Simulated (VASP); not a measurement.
# CoSi (P2_13) in VASP: notebook

Runs on CoSi. Level: LDA. Tasks: single point, relaxation of cell and atoms.

Everything below comes from runs of VASP 6.6.1. Logs are shortened: lines on timing, memory, paths and dates and some standing lists are left out, and cuts for length are marked.

## Step 1: The cell of the first run

It takes space group P2_13 (No. 198, cubic). The conventional cell has a = 4.445 Å, b = 4.445 Å, c = 4.445 Å, α = 90.00°, β = 90.00°, γ = 90.00°. Co (site symmetry 3) has 7 Si at 2.31 to 2.46 Å and 6 Co at 2.73 Å within 3.1 Å. Within 3.1 Å of Si (site symmetry 3) lie 7 Co at 2.31 to 2.46 Å and 6 Si at 2.75 Å.

## Step 2: Single point, LDA

INCAR reads:

```
ALGO     = Normal         # electronic algorithm
EDIFF    = 1E-7           # SCF threshold, eV
ENCUT    = 520            # plane-wave cutoff, eV
ISIF     = 2              # what is computed and relaxed
ISMEAR   = -1             # smearing method
LASPH    = T              # aspherical terms in the spheres
LCHARG   = F              # write CHGCAR
LREAL    = F              # projectors in reciprocal space
LWAVE    = F              # write WAVECAR
NBANDS   = 36             # bands
NELM     = 60             # most SCF steps
PREC     = Accurate       # precision mode
SIGMA    = 0.05           # smearing width, eV
```

KPOINTS reads:

```
k-points
0
Gamma
  8 8 8
```

POSCAR reads:

```
CoSi
1.0
    4.4450000000      0.0000000000      0.0000000000
    0.0000000000      4.4450000000      0.0000000000
    0.0000000000      0.0000000000      4.4450000000
Co Si
4 4
Direct
    0.1426019863      0.1426019863      0.1426019863
    0.6426019863      0.3573980137      0.8573980137
    0.8573980137      0.6426019863      0.3573980137
    0.3573980137      0.8573980137      0.6426019863
    0.8419149236      0.8419149236      0.8419149236
    1.3419149236     -0.3419149236      0.1580850764
    0.1580850764      1.3419149236     -0.3419149236
   -0.3419149236      0.1580850764      1.3419149236
```

Potentials or basis: VASP PAW LDA potentials, release 64 (Co, Si).

Launch:

```console
$ cat potpaw_LDA.64/Co/POTCAR potpaw_LDA.64/Si/POTCAR > POTCAR
$ mpirun -np 1 vasp_std > vasp.out
```

OUTCAR:

```text
EDIFF = 1E-7
   ENCUT = 520
   ISIF = 2
   ISMEAR = -1
   LASPH = T
   LREAL = F
   NELM = 60
   PREC = Accurate

 ion  position               nearest neighbor table
   1  0.143  0.143  0.143-   5 2.31   6 2.33   7 2.33   8 2.33   6 2.46   7 2.46   8 2.46   3 2.73
                             4 2.73   2 2.73   4 2.73   3 2.73   2 2.73
   2  0.643  0.357  0.857-   6 2.31   5 2.33   7 2.33   8 2.33   7 2.46   8 2.46   5 2.46   1 2.73
                             3 2.73   3 2.73   4 2.73   4 2.73   1 2.73
   3  0.857  0.643  0.357-   7 2.31   6 2.33   5 2.33   8 2.33   8 2.46   5 2.46   6 2.46   1 2.73
                             2 2.73   2 2.73   1 2.73   4 2.73   4 2.73
   4  0.357  0.857  0.643-   8 2.31   6 2.33   7 2.33   5 2.33   6 2.46   7 2.46   5 2.46   1 2.73
                             1 2.73   2 2.73   2 2.73   3 2.73   3 2.73
   5  0.842  0.842  0.842-   1 2.31   2 2.33   3 2.33   4 2.33   2 2.46   3 2.46   4 2.46   6 2.75
                             7 2.75   8 2.75   8 2.75   7 2.75   6 2.75
   6  0.342  0.658  0.158-   2 2.31   1 2.33   3 2.33   4 2.33   3 2.46   4 2.46   1 2.46   8 2.75
                             5 2.75   7 2.75   7 2.75   8 2.75   5 2.75
   7  0.158  0.342  0.658-   3 2.31   2 2.33   1 2.33   4 2.33   4 2.46   1 2.46   2 2.46   8 2.75
                             5 2.75   6 2.75   5 2.75   6 2.75   8 2.75
   8  0.658  0.158  0.342-   4 2.31   2 2.33   3 2.33   1 2.33   2 2.46   3 2.46   1 2.46   7 2.75
                             5 2.75   5 2.75   6 2.75   6 2.75   7 2.75

  LATTYP: Found a simple cubic cell.
 ALAT       =     4.4450000000

  Lattice vectors:

 A1 = (   4.4450000000,   0.0000000000,   0.0000000000)
 A2 = (   0.0000000000,   4.4450000000,   0.0000000000)
 A3 = (   0.0000000000,   0.0000000000,   4.4450000000)

Analysis of symmetry for initial positions (statically):
=====================================================================
 Subroutine PRICEL returns:
 Original cell was already a primitive cell.

 Routine SETGRP: Setting up the symmetry group for a
 simple cubic supercell.

 Subroutine GETGRP returns: Found 12 space group operations
 (whereof  3 operations were pure point group operations)
 out of a pool of 48 trial point group operations.

The static configuration has the point symmetry C_3 .
 The point group associated with its full space group is T   .

Analysis of symmetry for dynamics (positions and initial velocities):
=====================================================================
 Subroutine PRICEL returns:
 Original cell was already a primitive cell.

 Routine SETGRP: Setting up the symmetry group for a
 simple cubic supercell.

 Subroutine GETGRP returns: Found 12 space group operations
 (whereof  3 operations were pure point group operations)
 out of a pool of 48 trial point group operations.

The dynamic configuration has the point symmetry C_3 .
 The point group associated with its full space group is T   .

 Subroutine INISYM returns: Found 12 space group operations
 (whereof  3 operations are pure point group operations),
 and found     1 'primitive' translations

----------------------------------------------------------------------------------------

                                     Primitive cell

  volume of cell :      87.8244

  direct lattice vectors                    reciprocal lattice vectors
     4.445000000  0.000000000  0.000000000     0.224971879  0.000000000  0.000000000
     0.000000000  4.445000000  0.000000000     0.000000000  0.224971879  0.000000000
     0.000000000  0.000000000  4.445000000     0.000000000  0.000000000  0.224971879

  length of vectors
     4.445000000  4.445000000  4.445000000     0.224971879  0.224971879  0.224971879

  position of ions in fractional coordinates (direct lattice)
     0.142601986  0.142601986  0.142601986
     0.642601986  0.357398014  0.857398014
     0.857398014  0.642601986  0.357398014
     0.357398014  0.857398014  0.642601986
     0.841914924  0.841914924  0.841914924
     0.341914924  0.658085076  0.158085076
     0.158085076  0.341914924  0.658085076
     0.658085076  0.158085076  0.341914924

  ion indices of the primitive-cell ions
   primitive index   ion index
                 1           1
                 2           2
                 3           3
                 4           4
                 5           5
                 6           6
                 7           7
                 8           8

----------------------------------------------------------------------------------------

 KPOINTS: k-points

Automatic generation of k-mesh.
 Grid dimensions read from file:
 generate k-points for:    8    8    8

 Generating k-lattice:

  Cartesian coordinates                     Fractional coordinates (reciprocal lattice)
     0.028121485  0.000000000  0.000000000     0.125000000  0.000000000  0.000000000
     0.000000000  0.028121485  0.000000000     0.000000000  0.125000000  0.000000000
[... 85 lines left out ...]
  ext. energy  EPLUGINS =         0.00000000
  ---------------------------------------------------
  free energy    TOTEN  =       -62.40340236 eV

  energy without entropy =      -62.38896825  energy(sigma->0) =      -62.39618531

 E-fermi :  11.8503     XC(G=0): -13.0053

 val. band max:       11.8125998524   @ k =   0.0000   0.0000   0.0000
 cond. band min:      11.9469447405   @ k =   0.5000   0.3750   0.3750
 fundamental gap:      0.1343448881
 Fermi energy:        11.8502651331

 k-point     1 :       0.0000    0.0000    0.0000
  band No.  band energies     occupation
      1      -1.6929      2.00000
      2       3.7451      2.00000
      3       3.7451      2.00000
      4       3.7451      2.00000
      5       6.4281      2.00000
      6       6.4281      2.00000
[... 28 lines left out ...]
     35      15.3892      0.00000
     36      16.6878      0.00000

 k-point     2 :       0.1250    0.0000    0.0000
  band No.  band energies     occupation
      1      -1.5775      2.00000
      2       2.9636      2.00000
      3       3.8174      2.00000
      4       4.3042      2.00000
      5       5.9929      2.00000
      6       6.4987      2.00000
[... 28 lines left out ...]
     35      15.7801      0.00000
     36      17.1175      0.00000

 k-point     3 :       0.2500    0.0000    0.0000
  band No.  band energies     occupation
      1      -1.2347      2.00000
      2       1.9935      2.00000
      3       4.0283      2.00000
      4       4.7419      2.00000
      5       5.7961      2.00000
      6       6.6552      2.00000
[... 28 lines left out ...]
     35      16.4514      0.00000
     36      17.1563      0.00000

 k-point     4 :       0.3750    0.0000    0.0000
  band No.  band energies     occupation
      1      -0.6756      2.00000
      2       0.9912      2.00000
      3       4.3554      2.00000
      4       4.9702      2.00000
      5       5.8033      2.00000
      6       6.6094      2.00000
[... 28 lines left out ...]
     35      16.6551      0.00000
     36      17.3069      0.00000

 k-point     5 :       0.5000    0.0000    0.0000
  band No.  band energies     occupation
      1       0.0788      2.00000
      2       0.0788      2.00000
      3       4.7376      2.00000
      4       4.7376      2.00000
      5       6.1753      2.00000
      6       6.1753      2.00000
[... 655 lines left out ...]
 k-point    22 :       0.1250    0.1250    0.1250
  band No.  band energies     occupation
      1      -1.3483      2.00000
      2       2.7219      2.00000
      3       3.3695      2.00000
      4       4.5301      2.00000
      5       5.9792      2.00000
      6       6.6712      2.00000
[... 28 lines left out ...]
     35      16.5574      0.00000
     36      16.6244      0.00000

 k-point    23 :       0.2500    0.1250    0.1250
  band No.  band energies     occupation
      1      -1.0090      2.00000
      2       2.0968      2.00000
      3       3.4136      2.00000
      4       4.6388      2.00000
      5       5.8456      2.00000
      6       6.5238      2.00000
[... 28 lines left out ...]
     35      16.3204      0.00000
     36      16.8886      0.00000

 k-point    24 :       0.3750    0.1250    0.1250
  band No.  band energies     occupation
      1      -0.4565      2.00000
      2       1.1725      2.00000
      3       3.7684      2.00000
      4       4.6764      2.00000
      5       5.5818      2.00000
      6       6.2952      2.00000
[... 28 lines left out ...]
     35      16.6456      0.00000
     36      17.3965      0.00000

 [... further k-points ...]

------------------------ aborting loop because EDIFF is reached ----------------------------------------

  FORCE on cell =-STRESS in cart. coord.  units (eV):
  Direction    XX          YY          ZZ          XY          YZ          ZX
  --------------------------------------------------------------------------------------
  -------------------------------------------------------------------------------------
  Total       -7.4952214     -7.4952214     -7.4952214      0.0000000     -0.0000000      0.0000000
  in kB     -136.7350185   -136.7350185   -136.7350185      0.0000000     -0.0000000      0.0000000
  external PRESSURE =    -136.7350185 kB  Pullay stress =       0.0000000 kB

 VOLUME and BASIS-vectors are now :
 -----------------------------------------------------------------------------
  energy-cutoff  :      520.00
  volume of cell :       87.82
      direct lattice vectors                 reciprocal lattice vectors
     4.445000000  0.000000000  0.000000000     0.224971879  0.000000000  0.000000000
     0.000000000  4.445000000  0.000000000     0.000000000  0.224971879  0.000000000
     0.000000000  0.000000000  4.445000000     0.000000000  0.000000000  0.224971879

 POSITION                                       TOTAL-FORCE (eV/Angst)
 -----------------------------------------------------------------------------------
      0.63387      0.63387      0.63387         0.007141      0.007141      0.007141
      2.85637      1.58863      3.81113         0.007141     -0.007141     -0.007141
      3.81113      2.85637      1.58863        -0.007141      0.007141     -0.007141
      1.58863      3.81113      2.85637        -0.007141     -0.007141      0.007141
      3.74231      3.74231      3.74231         0.003776      0.003776      0.003776
      1.51981      2.92519      0.70269         0.003776     -0.003776     -0.003776
      0.70269      1.51981      2.92519        -0.003776      0.003776     -0.003776
      2.92519      0.70269      1.51981        -0.003776     -0.003776      0.003776
 -----------------------------------------------------------------------------------
    total drift:                               -0.000000     -0.000000      0.000000

  FREE ENERGIE OF THE ION-ELECTRON SYSTEM (eV)
  ---------------------------------------------------
  free  energy   TOTEN  =       -62.4034023595 eV

  energy  without entropy=      -62.3889682522  energy(sigma->0) =      -62.39618531
```

It took 2.5 min on 1 thread of Intel Xeon Platinum 8488C (Sapphire Rapids), shared host; peak memory 0.24 GiB.

What came out:

| Property | Result |
| --- | --- |
| Free energy | -62.4034 eV |
| Pressure | -13.7 GPa |
| Largest force | 0.012 eV/Å |
| Band gap on the k mesh | zero (band 26 reaches 11.81 eV, above the bottom of band 27 at 11.60 eV) |

Forces on the atoms (eV/Å):
```
Co   0.007  0.007  0.007
Co   0.007 -0.007 -0.007
Co  -0.007  0.007 -0.007
Co  -0.007 -0.007  0.007
Si   0.004  0.004  0.004
Si   0.004 -0.004 -0.004
Si  -0.004  0.004 -0.004
Si  -0.004 -0.004  0.004
```

Spin polarisation is off, so any magnetic state and its effect on volume and gap are missing.

## Step 3: Single point, LDA

This run uses another cell than the first one, of 10.29 Å³/atom, 0.938 times its volume.

INCAR reads:

```
SYSTEM = CoSi
PREC = Accurate ; ENCUT = 520
EDIFF = 1E-6 ; ISMEAR = -1
SIGMA = 0.05 ; LREAL = .False.
LASPH = .True. ; NELM = 80
ALGO = Normal ; ISIF = 2
LWAVE = .False. ; LCHARG = .False.
NBANDS = 36
```

KPOINTS reads:

```
Automatic mesh
0
Gamma
  8 8 8
  0 0 0
```

POSCAR reads:

```
CoSi
1.0
    4.3504032885      0.0000000000      0.0000000000
    0.0000000000      4.3504032885      0.0000000000
    0.0000000000      0.0000000000      4.3504032885
Co Si
4 4
Direct
    0.1456765005      0.1456765005      0.1456765005
    0.6456765005      0.3543234995      0.8543234995
    0.8543234995      0.6456765005      0.3543234995
    0.3543234995      0.8543234995      0.6456765005
    0.8430713714      0.8430713714      0.8430713714
    1.3430713714     -0.3430713714      0.1569286286
    0.1569286286      1.3430713714     -0.3430713714
   -0.3430713714      0.1569286286      1.3430713714
```

Potentials or basis: VASP PAW LDA potentials, release 64 (Co, Si).

Launch:

```console
$ cat potpaw_LDA.64/Co/POTCAR potpaw_LDA.64/Si/POTCAR > POTCAR
$ mpirun -np 1 vasp_std > vasp.out
```

Run time: 89 s. Hardware: 1 thread of Intel Xeon Platinum 8488C (Sapphire Rapids), shared host; peak memory 0.22 GiB.

The run converged. Its results:

```yaml
Free_energy: -62.6470 eV
Pressure: 0.4 GPa
Largest_force: 0.009 eV/Å
Band_gap_on_the_k_mesh: zero (band 26 reaches 12.83 eV, above the bottom of band 27 at 12.59 eV)
```

Forces in eV/Å, atoms in the order of the input:
```
Co   0.005  0.005  0.005
Co   0.005 -0.005 -0.005
Co  -0.005  0.005 -0.005
Co  -0.005 -0.005  0.005
Si   0.003  0.003  0.003
Si   0.003 -0.003 -0.003
Si  -0.003  0.003 -0.003
Si  -0.003 -0.003  0.003
```

Levels at points of the mesh, in eV from the Fermi level:
```csv
k point,band 22,band 23,band 24,band 25,band 26,band 27,band 28,band 29,band 30,band 31
"(0.00, 0.00, 0.00)",-1.01,-0.87,-0.87,-0.03,-0.03,-0.03,2.73,2.73,2.73,3.07
"(0.50, 0.00, 0.00)",-1.16,-0.73,-0.73,-0.55,-0.55,1.06,1.06,1.65,1.65,4.48
"(0.50, 0.50, 0.00)",-1.63,-1.11,-1.11,-0.06,-0.06,0.63,0.63,2.20,2.20,2.69
"(0.50, 0.50, 0.50)",-1.36,-1.36,-1.36,-0.27,-0.27,-0.27,-0.27,5.73,5.73,5.73
```

## Step 4: Relaxation of cell and atoms, LDA

INCAR reads:

```
PREC = Accurate
ENCUT = 600
EDIFF = 1E-6
ISMEAR = -1
SIGMA = 0.05
LREAL = F
LASPH = T
NELM = 80
ALGO = Normal
ISIF = 3
LWAVE = F
LCHARG = F
IBRION = 2
NSW = 80
EDIFFG = -0.003
```

KPOINTS reads:

```
regular mesh
0
Gamma
  8 8 8
```

POSCAR reads:

```
CoSi
1.0
    4.4450000000      0.0000000000      0.0000000000
    0.0000000000      4.4450000000      0.0000000000
    0.0000000000      0.0000000000      4.4450000000
Co Si
4 4
Direct
    0.1440000000      0.1440000000      0.1440000000
    0.6440000000      0.3560000000      0.8560000000
    0.8560000000      0.6440000000      0.3560000000
    0.3560000000      0.8560000000      0.6440000000
    0.8430000000      0.8430000000      0.8430000000
    1.3430000000     -0.3430000000      0.1570000000
    0.1570000000      1.3430000000     -0.3430000000
   -0.3430000000      0.1570000000      1.3430000000
```

Launch:

```console
$ cat potpaw_LDA.64/Co/POTCAR potpaw_LDA.64/Si/POTCAR > POTCAR
$ mpirun -np 1 vasp_std > vasp.out
```

Run time: 13 min. Hardware: 1 thread of Intel Xeon Platinum 8488C (Sapphire Rapids), shared host; peak memory 0.26 GiB.

Results (log left out):

```yaml
Free_energy: -62.6499 eV
Relaxed_volume: 10.31 Å³/atom
Relaxed_cell: a = 4.353 Å, b = 4.353 Å, c = 4.353 Å, α = 90.00°, β = 90.00°, γ = 90.00°
Space_group_after_relaxing_to_0.05_Å: P2_13 (No. 198)
Energy_gained_by_relaxing: 31.0 meV/atom
Ionic_steps: 15
Pressure_after_relaxing: 0.0 GPa
Band_gap_on_the_k_mesh: zero (band 26 reaches 12.81 eV, above the bottom of band 27 at 12.57 eV)
```

Step by step:
| step | energy change (eV) | largest force (eV/Å) | pressure (GPa) | volume (Å³) |
| --- | --- | --- | --- | --- |
| 1 | 0.0000 | 0.0836 | -14.04 | 87.82 |
| 2 | 0.2256 | 0.3927 | 25.29 | 76.16 |
| 3 | -0.2445 | 0.1192 | -0.33 | 82.66 |
| 4 | -0.2446 | 0.1228 | -0.07 | 82.55 |
| 5 | -0.2445 | 0.1265 | 0.25 | 82.45 |
| 6 | -0.2467 | 0.0806 | 0.37 | 82.40 |
| 7 | -0.2481 | 0.0014 | 0.47 | 82.32 |
| 8 | -0.2473 | 0.0214 | -0.95 | 82.75 |
| 9 | -0.2482 | 0.0074 | 0.01 | 82.45 |
| 10 | -0.2482 | 0.0047 | 0.09 | 82.45 |
| 11 | -0.2482 | 0.0052 | -0.04 | 82.46 |
| 12 | -0.2482 | 0.0018 | 0.06 | 82.46 |
| 13 | -0.2482 | 0.0019 | -0.06 | 82.48 |
| 14 | -0.2482 | 0.0018 | -0.09 | 82.47 |
| 15 | -0.2482 | 0.0017 | -0.03 | 82.46 |

Final structure:
```cif
data_structure
_symmetry_space_group_name_H-M 'P 1'
_symmetry_Int_Tables_number 1
_cell_length_a 4.3526
_cell_length_b 4.3526
_cell_length_c 4.3526
_cell_angle_alpha 90.000
_cell_angle_beta 90.000
_cell_angle_gamma 90.000
_cell_volume 82.46
loop_
_atom_site_label
_atom_site_type_symbol
_atom_site_fract_x
_atom_site_fract_y
_atom_site_fract_z
_atom_site_occupancy
Co1 Co 0.14576 0.14576 0.14576 1
Co2 Co 0.64576 0.35424 0.85424 1
Co3 Co 0.85424 0.64576 0.35424 1
Co4 Co 0.35424 0.85424 0.64576 1
Si1 Si 0.84309 0.84309 0.84309 1
Si2 Si 0.34309 0.65691 0.15691 1
Si3 Si 0.15691 0.34309 0.65691 1
Si4 Si 0.65691 0.15691 0.34309 1
```

Levels at points of the mesh, in eV from the Fermi level:
| k point | band 24 | band 25 | band 26 | band 27 | band 28 | band 29 |
| --- | --- | --- | --- | --- | --- | --- |
| (0.00, 0.00, 0.00) | -0.87 | -0.03 | -0.03 | -0.03 | 2.72 | 2.72 |
| (0.50, 0.00, 0.00) | -0.72 | -0.55 | -0.55 | 1.06 | 1.06 | 1.65 |
| (0.50, 0.50, 0.00) | -1.11 | -0.06 | -0.06 | 0.62 | 0.62 | 2.19 |
| (0.50, 0.50, 0.50) | -1.35 | -0.27 | -0.27 | -0.27 | -0.27 | 5.72 |

Spin polarisation is off, so any magnetic state and its effect on volume and gap are missing.

## Step 5: Overview

| task | cell | cutoff (eV) | gap on the mesh (eV) | pressure (GPa) | largest force (eV/Å) |
| --- | --- | --- | --- | --- | --- |
| single point | a = 4.445 Å, 8 atoms | 520 | none | -13.7 | 0.01 |
| single point | a = 4.350 Å, 8 atoms | 520 | none | 0.4 | 0.01 |
| relaxation of cell and atoms | relaxed from a = 4.445 Å, 8 atoms | 600 | none | 0.0 | - |

Alike in all rows: level LDA; potentials or basis VASP PAW LDA potentials, release 64 (Co, Si); no spin polarisation; k mesh 8 × 8 × 8; smearing fermi-dirac 0.05 eV.

Total energies depend on the potentials used, so only differences within one code and one set of settings carry meaning.
